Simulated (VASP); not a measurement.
# MgO (R-3m) in VASP: a series of runs

MgO is run at these levels: PBE; tasks: single point.

Everything below comes from runs of VASP 6.6.1. Logs are shortened: lines on timing, memory, paths and dates and some standing lists are left out, and cuts for length are marked.

### 1 The cell of the first run

The structure is trigonal, space group R-3m (No. 166). Conventional cell: a = 2.854 Å, b = 2.854 Å, c = 7.380 Å, α = 90.00°, β = 90.00°, γ = 120.00°. Mg (site symmetry -3m) has 6 O at 2.06 Å within 2.7 Å. O (site symmetry -3m) has 6 Mg at 2.06 Å within 2.7 Å.

### 2 Single point, PBE (epitaxial 111 strain -4.0%)

Input file INCAR:

```
ALGO     = Normal         # electronic algorithm
EDIFF    = 1E-7           # SCF threshold, eV
ENCUT    = 520            # plane-wave cutoff, eV
GGA      = PE             # functional
ISIF     = 2              # what is computed and relaxed
ISMEAR   = 0              # smearing method
LASPH    = True           # aspherical terms in the spheres
LCHARG   = False          # write CHGCAR
LREAL    = False          # projectors in reciprocal space
LWAVE    = False          # write WAVECAR
NBANDS   = 11             # bands
NELM     = 60             # most SCF steps
PREC     = Accurate       # precision mode
SIGMA    = 0.01           # smearing width, eV
```

Input file KPOINTS:

```
k-points
0
Gamma
  6 6 6
```

Input file POSCAR:

```
MgO
1.0
    0.0748698301      2.0929505489      2.0929505489
    2.0929505489      0.0748698301      2.0929505489
    2.0929505489      2.0929505489      0.0748698301
Mg O
1 1
Direct
    0.0000000000      0.0000000000      0.0000000000
    0.5000000000      0.5000000000      0.5000000000
```

Potentials or basis: VASP PAW PBE potentials, release 64 (Mg, O).

Launch:

```
$ cat potpaw_PBE.64/Mg/POTCAR potpaw_PBE.64/O/POTCAR > POTCAR
$ mpirun -np 1 vasp_std > vasp.out
```

OUTCAR:

```text
EDIFF = 1E-7
   ENCUT = 520
   GGA = PE
   ISIF = 2
   ISMEAR = 0
   LASPH = True
   LREAL = False
   NELM = 60
   PREC = Accurate

 ion  position               nearest neighbor table
   1  0.000  0.000  0.000-   2 2.06   2 2.06   2 2.06   2 2.06   2 2.06   2 2.06
   2  0.500  0.500  0.500-   1 2.06   1 2.06   1 2.06   1 2.06   1 2.06   1 2.06

  LATTYP: Found a trigonal (rhomboedric) cell.
 ALAT       =     2.9608258125
 COS(alpha) =     0.5354297987

  Lattice vectors:

 A1 = (   0.0748698301,   2.0929505489,   2.0929505489)
 A2 = (   2.0929505489,   0.0748698301,   2.0929505489)
 A3 = (   2.0929505489,   2.0929505489,   0.0748698301)

Analysis of symmetry for initial positions (statically):
=====================================================================
 Subroutine PRICEL returns:
 Original cell was already a primitive cell.

 Routine SETGRP: Setting up the symmetry group for a
 trigonal (rhombohedral) supercell.

 Subroutine GETGRP returns: Found 12 space group operations
 (whereof 12 operations were pure point group operations)
 out of a pool of 12 trial point group operations.

The static configuration has the point symmetry D_3d.

Analysis of symmetry for dynamics (positions and initial velocities):
=====================================================================
 Subroutine PRICEL returns:
 Original cell was already a primitive cell.

 Routine SETGRP: Setting up the symmetry group for a
 trigonal (rhombohedral) supercell.

 Subroutine GETGRP returns: Found 12 space group operations
 (whereof 12 operations were pure point group operations)
 out of a pool of 12 trial point group operations.

The dynamic configuration has the point symmetry D_3d.

 Subroutine INISYM returns: Found 12 space group operations
 (whereof 12 operations are pure point group operations),
 and found     1 'primitive' translations

----------------------------------------------------------------------------------------

                                     Primitive cell

  volume of cell :      17.3526

  direct lattice vectors                    reciprocal lattice vectors
     0.074869830  2.092950549  2.092950549    -0.252113775  0.243406543  0.243406543
     2.092950549  0.074869830  2.092950549     0.243406543 -0.252113775  0.243406543
     2.092950549  2.092950549  0.074869830     0.243406543  0.243406543 -0.252113775

  length of vectors
     2.960825812  2.960825812  2.960825812     0.426678856  0.426678856  0.426678856

  position of ions in fractional coordinates (direct lattice)
     0.000000000  0.000000000  0.000000000
     0.500000000  0.500000000  0.500000000

  ion indices of the primitive-cell ions
[... 81 lines left out ...]
   ISIF   =      2    stress and relaxation
   ISYM   =      2    0-nonsym 1-usesym 2-fastsym
   POTIM  = 0.5000    time-step for ionic-motion
   TEBEG  =    0.0;   TEEND  =   0.0 temperature during run
   PSTRESS=    0.0 pullay stress
   NELECT =       8.0000    total number of electrons
   NUPDOWN=      -1.0000    fix difference up-down
   EMIN   =  10.00;   EMAX   =-10.00  energy-range for DOS
   EFERMI =   0.00;   METHOD = LEGACY
   ISMEAR =     0;   SIGMA  =   0.01  broadening in eV -4-tet -1-fermi 0-gaus
   EFERMI_NEDOS =   21; number of points for ismear=-14 and -15
   IALGO  =     38    algorithm
   IMIX   =      4    mixing-type and parameters
     AMIX     =   0.40;   BMIX     =  1.00
     AMIX_MAG =   1.60;   BMIX_MAG =  1.00
  volume/ion in A,a.u.               =       8.68        58.55
  Fermi-wavevector in a.u.,A,eV,Ry     =   1.264687  2.389912 21.761612  1.599433
  Thomas-Fermi vector in A             =   2.397979
   LORBIT       =      0    0 simple, 1 ext, 2 COOP (PROOUT), +10 PAW based schemes
   GGA     = PE    functional components
   LHFCALC =     F    Hartree Fock is set to
   AEXX    =    0.0000 exact exchange contribution
   IVDW    =     0    specifies the selected vdW correction
   LEPSILON=     F    determine dielectric tensor
   LRPA    =     F    only Hartree local field effects (RPA)
 non-spin polarized calculation
 Gauss-broadening in eV      SIGMA  =   0.01
  energy-cutoff  :      520.00
  volume of cell :       17.35
 maximum number of plane-waves:       489
 NGX is ok and might be reduce to    24
   NGX = 11   NGY = 11   NGZ = 11

 number of electron       7.9999998 magnetization

 Free energy of the ion-electron system (eV)
  ---------------------------------------------------
  ext. energy  EPLUGINS =         0.00000000
  ---------------------------------------------------
  free energy    TOTEN  =       -11.77856703 eV

  energy without entropy =      -11.77856703  energy(sigma->0) =      -11.77856703

 E-fermi :   4.0097     XC(G=0): -11.4355

 val. band max:        3.9350818489   @ k =   0.0000   0.0000   0.0000
 cond. band min:       9.1948642695   @ k =   0.0000   0.0000   0.0000
 fundamental gap:      5.2597824206
 Fermi energy:         4.0096882151

 k-point     1 :       0.0000    0.0000    0.0000
  band No.  band energies     occupation
      1     -13.8842      2.00000
      2       3.4715      2.00000
      3       3.9351      2.00000
      4       3.9351      2.00000
      5       9.1949      0.00000
      6      18.9993      0.00000
      7      20.5433      0.00000
      8      20.5433      0.00000
      9      24.0341      0.00000
     10      26.0107      0.00000
     11      26.0107      0.00000
[... 309 lines left out ...]
 k-point    24 :      -0.3333    0.5000    0.1667
  band No.  band energies     occupation
      1     -12.0621      2.00000
      2      -0.0598      2.00000
      3       1.3166      2.00000
      4       2.0199      2.00000
      5      14.4888      0.00000
      6      16.1881      0.00000
      7      16.8868      0.00000
      8      21.3170      0.00000
      9      25.0692      0.00000
     10      29.4884      0.00000
     11      31.0917      0.00000

 [... further k-points ...]
[... 5 lines left out ...]
  --------------------------------------------------------------------------------------
  -------------------------------------------------------------------------------------
  Total        1.9958670      1.9958670      1.9958670     -0.6755508     -0.6755508     -0.6755508
  in kB      184.2794584    184.2794584    184.2794584    -62.3739650    -62.3739650    -62.3739650
  external PRESSURE =     184.2794584 kB  Pullay stress =       0.0000000 kB

 VOLUME and BASIS-vectors are now :
 -----------------------------------------------------------------------------
  energy-cutoff  :      520.00
  volume of cell :       17.35
      direct lattice vectors                 reciprocal lattice vectors
     0.074869830  2.092950549  2.092950549    -0.252113775  0.243406543  0.243406543
     2.092950549  0.074869830  2.092950549     0.243406543 -0.252113775  0.243406543
     2.092950549  2.092950549  0.074869830     0.243406543  0.243406543 -0.252113775

 POSITION                                       TOTAL-FORCE (eV/Angst)
 -----------------------------------------------------------------------------------
      0.00000      0.00000      0.00000         0.000000      0.000000     -0.000000
      2.13039      2.13039      2.13039        -0.000000     -0.000000      0.000000
 -----------------------------------------------------------------------------------
    total drift:                               -0.000000     -0.000000      0.000000

  FREE ENERGIE OF THE ION-ELECTRON SYSTEM (eV)
  ---------------------------------------------------
  free  energy   TOTEN  =       -11.7785670290 eV

  energy  without entropy=      -11.7785670290  energy(sigma->0) =      -11.77856703
```

stdout:

```text
POSCAR found type information on POSCAR MgO
 POSCAR found :  2 types and       2 ions
 scaLAPACK will be used
 LDA part: xc-table for (Slater+PW92), standard interpolation
 POSCAR, INCAR and KPOINTS ok, starting setup
 FFT: planning ... GRIDC
 FFT: planning ... GRID_SOFT
 FFT: planning ... GRID
 WAVECAR not read
 entering main loop
```

It took 6.2 s on 1 thread of Intel Xeon 6975P-C, shared host; peak memory 0.14 GiB.

Results:

```
Free energy            : -11.7786 eV
Pressure               : 18.4 GPa
Band gap on the k mesh : 5.26 eV, direct
```

Stress tensor (GPa, compression positive):
```
18.43 -6.24 -6.24
-6.24 18.43 -6.24
-6.24 -6.24 18.43
```

Caveat: the k points lie up to 0.45 Å⁻¹ apart; the cell differs from its parent crystal (epitaxial 111 strain -4.0%).

### 3 Single point, PBE (epitaxial 111 strain -3.0%)

Input file INCAR:

```
  PREC = Accurate
  ENCUT = 520
  EDIFF = 1E-7
  ISMEAR = 0
  SIGMA = 0.01
  LREAL = F
  LASPH = T
  NELM = 60
  ALGO = Normal
  ISIF = 2
  LWAVE = F
  LCHARG = F
  GGA = PE
  NBANDS = 11
```

Input file KPOINTS:

```
Automatic mesh
0
Gamma
  6 6 6
```

Input file POSCAR:

```
MgO
1.0
    0.0561362781      2.0952386711      2.0952386711
    2.0952386711      0.0561362781      2.0952386711
    2.0952386711      2.0952386711      0.0561362781
Mg O
1 1
Direct
    0.0000000000      0.0000000000      0.0000000000
    0.5000000000      0.5000000000      0.5000000000
```

Potentials or basis: VASP PAW PBE potentials, release 64 (Mg, O).

Launch:

```
$ cat potpaw_PBE.64/Mg/POTCAR potpaw_PBE.64/O/POTCAR > POTCAR
$ mpirun -np 1 vasp_std > vasp.out
```

It took 6.8 s on 1 thread of Intel Xeon 6975P-C, shared host; peak memory 0.14 GiB.

It converged, with:

```yaml
Free_energy: -11.8264 eV
Pressure: 14.6 GPa
Band_gap_on_the_k_mesh: 5.15 eV, direct
```

Stress tensor (GPa, compression positive):
```
14.63 -4.49 -4.49
-4.49 14.63 -4.49
-4.49 -4.49 14.63
```

Levels at points of the mesh, in eV from the valence-band top:
| k point | band 2 | band 3 | band 4 | band 5 | band 6 | band 7 |
| --- | --- | --- | --- | --- | --- | --- |
| (0.00, 0.00, 0.00) | -0.34 | 0.00 | 0.00 | 5.15 | 15.25 | 16.41 |
| (0.50, 0.00, 0.00) | -4.94 | -1.01 | -0.77 | 8.03 | 13.27 | 16.35 |
| (0.50, 0.50, 0.00) | -4.43 | -1.71 | -1.37 | 8.99 | 10.56 | 13.56 |
| (0.50, 0.50, 0.50) | -5.14 | -0.64 | -0.64 | 8.45 | 12.68 | 17.39 |

Caveat: the k points lie up to 0.44 Å⁻¹ apart; the cell differs from its parent crystal (epitaxial 111 strain -3.0%).

### 4 Single point, PBE (epitaxial 111 strain -2.0%)

Input file INCAR:

```
SYSTEM = MgO
ALGO = Normal ; EDIFF = 1E-6
ENCUT = 520 ; GGA = PE
ISIF = 2 ; ISMEAR = 0
LASPH = .TRUE. ; LCHARG = .FALSE.
LREAL = .FALSE. ; LWAVE = .FALSE.
NBANDS = 11 ; NELM = 80
PREC = Accurate ; SIGMA = 0.01
```

Input file KPOINTS:

```
k-points
0
G
  6 6 6
  0 0 0
```

Input file POSCAR:

```
MgO
1.0
    0.0374105964      2.0975346636      2.0975346636
    2.0975346636      0.0374105964      2.0975346636
    2.0975346636      2.0975346636      0.0374105964
Mg O
1 1
Direct
    0.0000000000      0.0000000000      0.0000000000
    0.5000000000      0.5000000000      0.5000000000
```

Potentials or basis: VASP PAW PBE potentials, release 64 (Mg, O).

Launch:

```
$ cat potpaw_PBE.64/Mg/POTCAR potpaw_PBE.64/O/POTCAR > POTCAR
$ mpirun -np 1 vasp_std > vasp.out
```

OUTCAR:

```text
SYSTEM = MgO
   EDIFF = 1E-6
   ENCUT = 520
   GGA = PE
   ISIF = 2
   ISMEAR = 0
   LASPH = .TRUE.
   LREAL = .FALSE.
   NELM = 80
   PREC = Accurate

 ion  position               nearest neighbor table
   1  0.000  0.000  0.000-   2 2.08   2 2.08   2 2.08   2 2.08   2 2.08   2 2.08
   2  0.500  0.500  0.500-   1 2.08   1 2.08   1 2.08   1 2.08   1 2.08   1 2.08

  LATTYP: Found a trigonal (rhomboedric) cell.
 ALAT       =     2.9665978633
 COS(alpha) =     0.5177531580

  Lattice vectors:

 A1 = (   0.0374105964,   2.0975346636,   2.0975346636)
 A2 = (   2.0975346636,   0.0374105964,   2.0975346636)
 A3 = (   2.0975346636,   2.0975346636,   0.0374105964)

Analysis of symmetry for initial positions (statically):
=====================================================================
 Subroutine PRICEL returns:
 Original cell was already a primitive cell.

 Routine SETGRP: Setting up the symmetry group for a
 trigonal (rhombohedral) supercell.

 Subroutine GETGRP returns: Found 12 space group operations
 (whereof 12 operations were pure point group operations)
 out of a pool of 12 trial point group operations.

The static configuration has the point symmetry D_3d.

Analysis of symmetry for dynamics (positions and initial velocities):
=====================================================================
 Subroutine PRICEL returns:
 Original cell was already a primitive cell.

 Routine SETGRP: Setting up the symmetry group for a
 trigonal (rhombohedral) supercell.

 Subroutine GETGRP returns: Found 12 space group operations
 (whereof 12 operations were pure point group operations)
 out of a pool of 12 trial point group operations.

The dynamic configuration has the point symmetry D_3d.

 Subroutine INISYM returns: Found 12 space group operations
 (whereof 12 operations are pure point group operations),
 and found     1 'primitive' translations

----------------------------------------------------------------------------------------

                                     Primitive cell
[... 114 lines left out ...]
  Thomas-Fermi vector in A             =   2.384200
   LORBIT       =      0    0 simple, 1 ext, 2 COOP (PROOUT), +10 PAW based schemes
   GGA     = PE    functional components
   LHFCALC =     F    Hartree Fock is set to
   AEXX    =    0.0000 exact exchange contribution
   IVDW    =     0    specifies the selected vdW correction
   LEPSILON=     F    determine dielectric tensor
   LRPA    =     F    only Hartree local field effects (RPA)
 non-spin polarized calculation
 Gauss-broadening in eV      SIGMA  =   0.01
  energy-cutoff  :      520.00
  volume of cell :       17.96
 maximum number of plane-waves:       507
 NGX is ok and might be reduce to    24
   NGX = 11   NGY = 11   NGZ = 11

 number of electron       7.9999999 magnetization

 Free energy of the ion-electron system (eV)
  ---------------------------------------------------
  ext. energy  EPLUGINS =         0.00000000
  ---------------------------------------------------
  free energy    TOTEN  =       -11.86239591 eV

  energy without entropy =      -11.86239591  energy(sigma->0) =      -11.86239591

 E-fermi :   3.7046     XC(G=0): -11.2666

 val. band max:        3.5647383386   @ k =   0.0000   0.0000   0.0000
 cond. band min:       8.5955973578   @ k =   0.0000   0.0000   0.0000
 fundamental gap:      5.0308590192
 Fermi energy:         3.7046093064

 k-point     1 :       0.0000    0.0000    0.0000
  band No.  band energies     occupation
      1     -13.9781      2.00000
      2       3.3486      2.00000
      3       3.5647      2.00000
      4       3.5647      2.00000
      5       8.5956      0.00000
      6      19.0018      0.00000
      7      19.7802      0.00000
      8      19.7802      0.00000
      9      23.5138      0.00000
     10      25.3644      0.00000
     11      25.3644      0.00000
[... 309 lines left out ...]
 k-point    24 :      -0.3333    0.5000    0.1667
  band No.  band energies     occupation
      1     -12.2737      2.00000
      2      -0.2130      2.00000
      3       1.1447      2.00000
      4       1.7656      2.00000
      5      14.1612      0.00000
      6      15.4070      0.00000
      7      16.3165      0.00000
      8      20.5370      0.00000
      9      24.2534      0.00000
     10      28.6937      0.00000
     11      30.3269      0.00000

 [... further k-points ...]
[... 5 lines left out ...]
  --------------------------------------------------------------------------------------
  -------------------------------------------------------------------------------------
  Total        1.2410714      1.2410714      1.2410714     -0.3214158     -0.3214158     -0.3214158
  in kB      110.6944130    110.6944130    110.6944130    -28.6679205    -28.6679205    -28.6679205
  external PRESSURE =     110.6944130 kB  Pullay stress =       0.0000000 kB

 VOLUME and BASIS-vectors are now :
 -----------------------------------------------------------------------------
  energy-cutoff  :      520.00
  volume of cell :       17.96
      direct lattice vectors                 reciprocal lattice vectors
     0.037410596  2.097534664  2.097534664    -0.244849072  0.240558587  0.240558587
     2.097534664  0.037410596  2.097534664     0.240558587 -0.244849072  0.240558587
     2.097534664  2.097534664  0.037410596     0.240558587  0.240558587 -0.244849072

 POSITION                                       TOTAL-FORCE (eV/Angst)
 -----------------------------------------------------------------------------------
      0.00000      0.00000      0.00000         0.000000     -0.000000      0.000000
      2.11624      2.11624      2.11624        -0.000000      0.000000     -0.000000
 -----------------------------------------------------------------------------------
    total drift:                               -0.000000     -0.000000      0.000000

  FREE ENERGIE OF THE ION-ELECTRON SYSTEM (eV)
  ---------------------------------------------------
  free  energy   TOTEN  =       -11.8623959144 eV

  energy  without entropy=      -11.8623959144  energy(sigma->0) =      -11.86239591
```

Run time: 6.5 s. Hardware: 1 thread of Intel Xeon 6975P-C, shared host; peak memory 0.14 GiB.

What came out:

| Item | Value |
| --- | --- |
| Free energy | -11.8624 eV |
| Pressure | 11.1 GPa |
| Band gap on the k mesh | 5.03 eV, direct |

Levels at points of the mesh, in eV from the valence-band top:
| k point | band 2 | band 3 | band 4 | band 5 | band 6 | band 7 |
| --- | --- | --- | --- | --- | --- | --- |
| (0.00, 0.00, 0.00) | -0.22 | 0.00 | 0.00 | 5.03 | 15.44 | 16.22 |
| (0.50, 0.00, 0.00) | -4.83 | -0.89 | -0.73 | 8.00 | 13.07 | 16.35 |
| (0.50, 0.50, 0.00) | -4.32 | -1.59 | -1.36 | 9.05 | 10.37 | 13.43 |
| (0.50, 0.50, 0.50) | -4.96 | -0.65 | -0.65 | 8.27 | 12.68 | 17.04 |

Caveat: the k points lie up to 0.44 Å⁻¹ apart; the cell differs from its parent crystal (epitaxial 111 strain -2.0%).

(Part 1 of 2 ends here.)
